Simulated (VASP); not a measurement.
# P in VASP: a series of runs

Runs on P. Level: PBE. Tasks: single point.

All numbers are computed with VASP 6.6.1; they aren't measurements. Logs are shortened: lines on timing, memory, paths and dates and some standing lists are left out, and cuts for length are marked.

## (1) The cell of the first run

Symmetry: I-42d, No. 122, tetragonal system. The conventional cell has a = 7.879 Å, b = 7.879 Å, c = 6.440 Å, α = 90.00°, β = 90.00°, γ = 90.00°. Within 3.0 Å of P (site symmetry 1) lie 3 P at 2.25 to 2.26 Å.

## (2) Single point, PBE

INCAR

```
SYSTEM = P
PREC = Accurate ; ENCUT = 520
EDIFF = 1E-7 ; ISMEAR = 0
SIGMA = 0.1 ; LREAL = .False.
LASPH = .True. ; NELM = 60
ALGO = Normal ; ISIF = 2
LWAVE = .False. ; LCHARG = .True.
GGA = PE ; LELF = .True.
LVHAR = .True. ; NBANDS = 30
```

KPOINTS

```
regular mesh
0
Gamma
  4 4 4
  0 0 0
```

POSCAR

```
P
1.0
   -3.9393701295      3.9393701295      3.2198957501
    3.9393701295     -3.9393701295      3.2198957501
    3.9393701295      3.9393701295     -3.2198957501
P
8
Direct
    0.7764921538      0.0261848483      0.8693790431
    0.1568058052      0.9071131107      0.1306209569
    0.6571131107      0.4068058052      0.6306209569
    0.7761848483      0.0264921538      0.3693790431
    0.5931941948      0.2238151517      0.2503073055
    0.9735078462      0.3428868893      0.7496926945
    0.9738151517      0.8431941948      0.7503073055
    0.0928868893      0.2235078462      0.2496926945
```

Potentials or basis: VASP PAW PBE potentials, release 64 (P).

On the command line:

```
$ cat potpaw_PBE.64/P/POTCAR > POTCAR
$ mpirun -np 1 vasp_std > vasp.out
```

OUTCAR:

```text
SYSTEM = P
   PREC = Accurate
   ENCUT = 520
   EDIFF = 1E-7
   ISMEAR = 0
   LREAL = .False.
   LASPH = .True.
   NELM = 60
   ISIF = 2
   GGA = PE

 ion  position               nearest neighbor table
   1  0.776  0.026  0.869-   6 2.25   7 2.26   8 2.26
   2  0.157  0.907  0.131-   5 2.25   7 2.26   8 2.26
   3  0.657  0.407  0.631-   7 2.25   6 2.26   5 2.26
   4  0.776  0.026  0.369-   8 2.25   6 2.26   5 2.26
   5  0.593  0.224  0.250-   2 2.25   3 2.26   4 2.26
   6  0.974  0.343  0.750-   1 2.25   3 2.26   4 2.26
   7  0.974  0.843  0.750-   3 2.25   2 2.26   1 2.26
   8  0.093  0.224  0.250-   4 2.25   2 2.26   1 2.26

  LATTYP: Found a body centered tetragonal cell.
 ALAT       =     7.8787402590
 C/A-ratio  =     0.8173630921

  Lattice vectors:

 A1 = (  -3.9393701295,   3.9393701295,   3.2198957501)
 A2 = (   3.9393701295,  -3.9393701295,   3.2198957501)
 A3 = (   3.9393701295,   3.9393701295,  -3.2198957501)

Analysis of symmetry for initial positions (statically):
=====================================================================
 Subroutine PRICEL returns:
 Original cell was already a primitive cell.

 Routine SETGRP: Setting up the symmetry group for a
 body centered tetragonal supercell.

 Subroutine GETGRP returns: Found  8 space group operations
 (whereof  4 operations were pure point group operations)
 out of a pool of 16 trial point group operations.

The static configuration has the point symmetry S_4 .
 The point group associated with its full space group is D_2d.

Analysis of symmetry for dynamics (positions and initial velocities):
=====================================================================
 Subroutine PRICEL returns:
 Original cell was already a primitive cell.

 Routine SETGRP: Setting up the symmetry group for a
 body centered tetragonal supercell.

 Subroutine GETGRP returns: Found  8 space group operations
 (whereof  4 operations were pure point group operations)
 out of a pool of 16 trial point group operations.

The dynamic configuration has the point symmetry S_4 .
 The point group associated with its full space group is D_2d.

 Subroutine INISYM returns: Found  8 space group operations
 (whereof  4 operations are pure point group operations),
 and found     1 'primitive' translations

----------------------------------------------------------------------------------------

                                     Primitive cell

  volume of cell :     199.8736

  direct lattice vectors                    reciprocal lattice vectors
    -3.939370129  3.939370129  3.219895750     0.000000000  0.126923844  0.155284531
     3.939370129 -3.939370129  3.219895750     0.126923844  0.000000000  0.155284531
     3.939370129  3.939370129 -3.219895750     0.126923844  0.126923844  0.000000000

  length of vectors
     6.434671917  6.434671917  6.434671917     0.200556595  0.200556595  0.179497422

  position of ions in fractional coordinates (direct lattice)
     0.776492154  0.026184848  0.869379043
     0.156805805  0.907113111  0.130620957
     0.657113111  0.406805805  0.630620957
     0.776184848  0.026492154  0.369379043
     0.593194195  0.223815152  0.250307306
     0.973507846  0.342886889  0.749692694
     0.973815152  0.843194195  0.750307306
     0.092886889  0.223507846  0.249692694

  ion indices of the primitive-cell ions
   primitive index   ion index
                 1           1
                 2           2
                 3           3
                 4           4
                 5           5
                 6           6
                 7           7
                 8           8

----------------------------------------------------------------------------------------

 KPOINTS: regular mesh

Automatic generation of k-mesh.
 Grid dimensions read from file:
 generate k-points for:    4    4    4

 Generating k-lattice:

  Cartesian coordinates                     Fractional coordinates (reciprocal lattice)
     0.000000000  0.031730961  0.038821133     0.250000000  0.000000000  0.000000000
     0.031730961  0.000000000  0.038821133     0.000000000  0.250000000  0.000000000
     0.031730961  0.031730961  0.000000000     0.000000000  0.000000000  0.250000000

  Length of vectors
     0.050139149  0.050139149  0.044874355

  Shift w.r.t. Gamma in fractional coordinates (k-lattice)
     0.000000000  0.000000000  0.000000000

 Subroutine IBZKPT returns following result:
 ===========================================

 Found     13 irreducible k-points:

 Following reciprocal coordinates:
            Coordinates               Weight
  0.000000  0.000000  0.000000      1.000000
  0.250000  0.000000  0.000000      8.000000
  0.500000  0.000000  0.000000      4.000000
  0.250000  0.250000  0.000000      8.000000
  0.500000  0.250000  0.000000     16.000000
 -0.250000  0.250000  0.000000      4.000000
  0.500000  0.500000  0.000000      2.000000
  0.250000  0.250000  0.250000      2.000000
[... 68 lines left out ...]

  energy without entropy =      -42.74222638  energy(sigma->0) =      -42.74222638

 E-fermi :   3.2225     XC(G=0):  -8.3029

 val. band max:        2.7814215116   @ k =   0.2500   0.2500   0.2500
 cond. band min:       4.4103077911   @ k =   0.5000   0.0000   0.0000
 fundamental gap:      1.6288862795
 Fermi energy:         3.2225284896

 k-point     1 :       0.0000    0.0000    0.0000
  band No.  band energies     occupation
      1     -11.5093      2.00000
      2      -8.8511      2.00000
      3      -8.5012      2.00000
      4      -8.5012      2.00000
      5      -6.0093      2.00000
      6      -5.7444      2.00000
[... 22 lines left out ...]
     29       7.6121      0.00000
     30       7.7823      0.00000

 k-point     2 :       0.2500    0.0000    0.0000
  band No.  band energies     occupation
      1     -11.3454      2.00000
      2      -9.5699      2.00000
      3      -8.6111      2.00000
      4      -7.8677      2.00000
      5      -6.6138      2.00000
      6      -5.6114      2.00000
[... 22 lines left out ...]
     29       7.4689      0.00000
     30       7.9136      0.00000

 k-point     3 :       0.5000    0.0000    0.0000
  band No.  band energies     occupation
      1     -11.0972      2.00000
      2     -10.0751      2.00000
      3      -8.7082      2.00000
      4      -7.3542      2.00000
      5      -7.1127      2.00000
      6      -5.5187      2.00000
[... 22 lines left out ...]
     29       7.8122      0.00000
     30       7.8664      0.00000

 k-point     4 :       0.2500    0.2500    0.0000
  band No.  band energies     occupation
      1     -11.0949      2.00000
      2     -10.0959      2.00000
      3      -8.4972      2.00000
      4      -7.9678      2.00000
      5      -6.4897      2.00000
      6      -5.6620      2.00000
[... 22 lines left out ...]
     29       7.8279      0.00000
     30       7.9064      0.00000

 k-point     5 :       0.5000    0.2500    0.0000
  band No.  band energies     occupation
      1     -11.0142      2.00000
      2     -10.3157      2.00000
      3      -8.3785      2.00000
      4      -7.6030      2.00000
      5      -6.8268      2.00000
      6      -5.8733      2.00000
[... 22 lines left out ...]
     29       7.8692      0.00000
     30       8.0981      0.00000
[... 163 lines left out ...]
     29       7.9394      0.00000
     30       7.9394      0.00000

 k-point    11 :      -0.2500    0.5000    0.2500
  band No.  band energies     occupation
      1     -10.9125      2.00000
      2     -10.1540      2.00000
      3      -8.8214      2.00000
      4      -8.4218      2.00000
      5      -5.7907      2.00000
      6      -5.1975      2.00000
[... 22 lines left out ...]
     29       7.9454      0.00000
     30       8.3038      0.00000

 k-point    12 :      -0.2500   -0.2500    0.2500
  band No.  band energies     occupation
      1     -11.2179      2.00000
      2      -9.4901      2.00000
      3      -8.7173      2.00000
      4      -8.7173      2.00000
      5      -5.3739      2.00000
      6      -5.3739      2.00000
[... 22 lines left out ...]
     29       7.8867      0.00000
     30       7.8868      0.00000

 k-point    13 :       0.5000    0.5000    0.5000
  band No.  band energies     occupation
      1     -10.4738      2.00000
      2     -10.4738      2.00000
      3      -8.9213      2.00000
      4      -8.9213      2.00000
      5      -4.8787      2.00000
      6      -4.8787      2.00000
[... 22 lines left out ...]
     29       7.7883      0.00000
     30       7.7883      0.00000

------------------------ aborting loop because EDIFF is reached ----------------------------------------

  FORCE on cell =-STRESS in cart. coord.  units (eV):
  Direction    XX          YY          ZZ          XY          YZ          ZX
  --------------------------------------------------------------------------------------
  -------------------------------------------------------------------------------------
  Total       -0.4639019     -0.4639019     -0.3582417      0.0000000     -0.0000000      0.0000000
  in kB       -3.7186165     -3.7186165     -2.8716491      0.0000000     -0.0000000      0.0000000
  external PRESSURE =      -3.4362940 kB  Pullay stress =       0.0000000 kB

 VOLUME and BASIS-vectors are now :
 -----------------------------------------------------------------------------
  energy-cutoff  :      520.00
  volume of cell :      199.87
      direct lattice vectors                 reciprocal lattice vectors
    -3.939370129  3.939370129  3.219895750     0.000000000  0.126923844  0.155284531
     3.939370129 -3.939370129  3.219895750     0.126923844  0.000000000  0.155284531
     3.939370129  3.939370129 -3.219895750     0.126923844  0.126923844  0.000000000

 POSITION                                       TOTAL-FORCE (eV/Angst)
 -----------------------------------------------------------------------------------
      0.46907      6.38054     -0.21477        -0.029922      0.063453      0.067062
      3.47030     -2.44117      3.00512         0.029922     -0.063453      0.067062
      1.49820      3.47030      1.39517        -0.063453      0.029922      0.067062
     -1.49820      4.40844      1.39517         0.063453     -0.029922      0.067062
     -0.46907      2.44117      1.82472         0.029922      0.063453     -0.067062
      0.46907      5.43757      1.82472        -0.029922     -0.063453     -0.067062
      2.44117      3.47030      3.43467         0.063453      0.029922     -0.067062
      1.49820      0.46907      0.21477        -0.063453     -0.029922     -0.067062
 -----------------------------------------------------------------------------------
    total drift:                               -0.000000     -0.000000     -0.000000

  FREE ENERGIE OF THE ION-ELECTRON SYSTEM (eV)
  ---------------------------------------------------
  free  energy   TOTEN  =       -42.7422263822 eV

  energy  without entropy=      -42.7422263822  energy(sigma->0) =      -42.74222638
```

Wall time 1.8 min (1 thread of Oxide Virtual Turin-like, shared host); peak memory 0.27 GiB.

Results:

* Free energy: -42.7422 eV
* Pressure: -0.3 GPa
* Largest force: 0.097 eV/Å
* Band gap on the k mesh: 1.63 eV (least direct gap 1.71 eV)

Forces in eV/Å, atoms in the order of the input:
```
P   -0.030  0.063  0.067
P    0.030 -0.063  0.067
P   -0.063  0.030  0.067
P    0.063 -0.030  0.067
P    0.030  0.063 -0.067
P   -0.030 -0.063 -0.067
P    0.063  0.030 -0.067
P   -0.063 -0.030 -0.067
```

Stress tensor (GPa, compression positive):
```
-0.37  0.00  0.00
 0.00 -0.37  0.00
 0.00  0.00 -0.29
```

Levels at points of the mesh, in eV from the valence-band top:
| k point | band 18 | band 19 | band 20 | band 21 | band 22 | band 23 |
| --- | --- | --- | --- | --- | --- | --- |
| (0.00, 0.00, 0.00) | -0.81 | -0.64 | -0.64 | 2.45 | 2.61 | 2.61 |
| (0.50, 0.00, 0.00) | -0.90 | -0.17 | -0.08 | 1.63 | 2.76 | 2.79 |
| (0.50, 0.50, 0.00) | -0.77 | -0.68 | -0.68 | 2.19 | 2.19 | 2.72 |
| (0.50, 0.50, 0.50) | -0.74 | -0.57 | -0.57 | 2.30 | 2.30 | 2.48 |

A k mesh can miss the band edges.

## (3) Single point, PBE

INCAR

```
SYSTEM = P
ALGO = Normal ; EDIFF = 1E-7
ENCUT = 520 ; GGA = PE
ISIF = 2 ; ISMEAR = 0
LASPH = .True. ; LCHARG = .False.
LREAL = .False. ; LWAVE = .False.
NBANDS = 30 ; NELM = 80
PREC = Accurate ; SIGMA = 0.02
```

KPOINTS

```
k-points
0
Gamma
  6 6 6
  0 0 0
```

POSCAR

```
P
1.0
   -3.9396086906      3.9396086906      3.2176225229
    3.9396086906     -3.9396086906      3.2176225229
    3.9396086906      3.9396086906     -3.2176225229
P
8
Direct
    0.7766980187      0.0259941056      0.8693909092
    0.1566031964      0.9073071095      0.1306090908
    0.6573071095      0.4066031964      0.6306090908
    0.7759941056      0.0266980187      0.3693909092
    0.5933968036      0.2240058944      0.2507039131
    0.9733019813      0.3426928905      0.7492960869
    0.9740058944      0.8433968036      0.7507039131
    0.0926928905      0.2233019813      0.2492960869
```

Potentials or basis: VASP PAW PBE potentials, release 64 (P).

On the command line:

```
$ cat potpaw_PBE.64/P/POTCAR > POTCAR
$ mpirun -np 1 vasp_std > vasp.out
```

Wall time 4.9 min (1 thread of Oxide Virtual Turin-like, shared host); peak memory 0.33 GiB.

Results (log left out):

* Free energy: -42.7508 eV
* Pressure: -0.2 GPa
* Largest force: 0.065 eV/Å
* Band gap on the k mesh: 1.63 eV (least direct gap 1.71 eV)

Forces in eV/Å, atoms in the order of the input:
```
P   -0.019  0.031  0.054
P    0.019 -0.031  0.054
P   -0.031  0.019  0.054
P    0.031 -0.019  0.054
P    0.019  0.031 -0.054
P   -0.019 -0.031 -0.054
P    0.031  0.019 -0.054
P   -0.031 -0.019 -0.054
```

Levels at points of the mesh, in eV from the valence-band top:
```tsv
k point	band 17	band 18	band 19	band 20	band 21	band 22	band 23	band 24
(0.00, 0.00, 0.00)	-1.64	-0.80	-0.64	-0.64	2.43	2.61	2.61	3.31
(0.50, 0.00, 0.00)	-0.97	-0.90	-0.17	-0.08	1.63	2.77	2.80	2.93
(0.50, 0.50, 0.00)	-0.77	-0.77	-0.68	-0.68	2.20	2.20	2.72	2.72
(0.50, 0.50, 0.50)	-0.74	-0.74	-0.58	-0.58	2.31	2.31	2.48	2.48
```

A k mesh can miss the band edges.

## (4) Single point, PBE

INCAR

```
SYSTEM = P
ALGO     = Normal         ! electronic algorithm
EDIFF    = 1E-6           ! SCF threshold, eV
ENCUT    = 520            ! plane-wave cutoff, eV
GGA      = PE             ! functional
ISIF     = 2              ! what is computed and relaxed
ISMEAR   = 0              ! smearing method
LASPH    = .True.         ! aspherical terms in the spheres
LCHARG   = .False.        ! write CHGCAR
LREAL    = .False.        ! projectors in reciprocal space
LWAVE    = .False.        ! write WAVECAR
NBANDS   = 30             ! bands
NELM     = 60             ! most SCF steps
PREC     = Accurate       ! precision mode
SIGMA    = 0.1            ! smearing width, eV
```

KPOINTS

```
k-points
0
Gamma
  4 4 4
  0 0 0
```

POSCAR

```
P
1.0
   -3.9296036114      3.9350097859      3.2385613663
    3.9464505996     -3.9501515949      3.2011902958
    3.9278121537      3.9481544815     -3.2281563574
P
8
Direct
    0.7768046201      1.0263526966      0.8693927579
    0.1564822845      0.9072463801      0.1304415551
    0.6568986630      0.4062765286      0.6303508818
    0.7764838498      0.0269012529      0.3695539218
    0.5933915087      0.2236090643      0.2506420374
    0.9732930965      0.3429004277      0.7495520994
   -0.0263581142      0.8432332190      0.7505556011
    0.0930040917      0.2234804307      0.2495111455
```

On the command line:

```
$ cat potpaw_PBE.64/P/POTCAR > POTCAR
$ mpirun -np 1 vasp_std > vasp.out
```

Wall time 5.8 min (1 thread of Oxide Virtual Turin-like, shared host); peak memory 0.34 GiB.

It converged, with:

```yaml
Free_energy: -42.7431 eV
Pressure: -0.3 GPa
Largest_force: 0.077 eV/Å
Band_gap_on_the_k_mesh: 1.62 eV (least direct gap 1.70 eV)
```

Forces in eV/Å, atoms in the order of the input:
```
P   -0.016  0.044  0.050
P    0.008 -0.039  0.058
P   -0.027  0.030  0.066
P    0.025 -0.033  0.049
P    0.017  0.033 -0.059
P   -0.009 -0.038 -0.050
P    0.029  0.031 -0.062
P   -0.027 -0.028 -0.052
```

Stress tensor (GPa, compression positive):
```
-0.19  0.02  0.02
 0.02 -0.30  0.02
 0.02  0.02 -0.28
```

Levels at points of the mesh, in eV from the valence-band top:
```
           k point  band 18  band 19  band 20  band 21  band 22  band 23
(0.00, 0.00, 0.00)    -0.80    -0.65    -0.65     2.43     2.60     2.61
(0.50, 0.00, 0.00)    -0.91    -0.17    -0.08     1.62     2.77     2.79
(0.00, 0.50, 0.00)    -0.91    -0.17    -0.08     1.63     2.76     2.79
(0.50, 0.50, 0.00)    -0.77    -0.68    -0.68     2.19     2.20     2.71
(0.00, 0.00, 0.50)    -0.77    -0.68    -0.68     2.20     2.20     2.71
(0.50, 0.00, 0.50)    -0.91    -0.18    -0.08     1.63     2.76     2.79
(0.00, 0.50, 0.50)    -0.91    -0.18    -0.08     1.63     2.77     2.79
(0.50, 0.50, 0.50)    -0.74    -0.58    -0.58     2.30     2.31     2.48
```

A k mesh can miss the band edges.

## (5) Summary

| cell | k mesh | smearing | gap on the mesh (eV) | pressure (GPa) | largest force (eV/Å) |
| --- | --- | --- | --- | --- | --- |
| a = 6.435 Å, angles 104.5, 104.5, 119.9°, 8 atoms, atomic positions A | 4 × 4 × 4 | gaussian 0.1 eV | 1.63 | -0.3 | 0.10 |
| a = 6.434 Å, angles 104.5, 104.5, 120.0°, 8 atoms, atomic positions B | 6 × 6 × 6 | gaussian 0.02 eV | 1.63 | -0.2 | 0.06 |
| a = 6.435, b = 6.436, c = 6.437 Å, angles 104.6, 104.5, 120.0°, 8 atoms, atomic positions C | 4 × 4 × 4 | gaussian 0.1 eV | 1.62 | -0.3 | 0.08 |

Alike in all rows: task single point; level PBE; potentials or basis VASP PAW PBE potentials, release 64 (P); no spin polarisation; cutoff (eV) 520.

Total energies depend on the potentials used, so only differences within one code and one set of settings carry meaning.
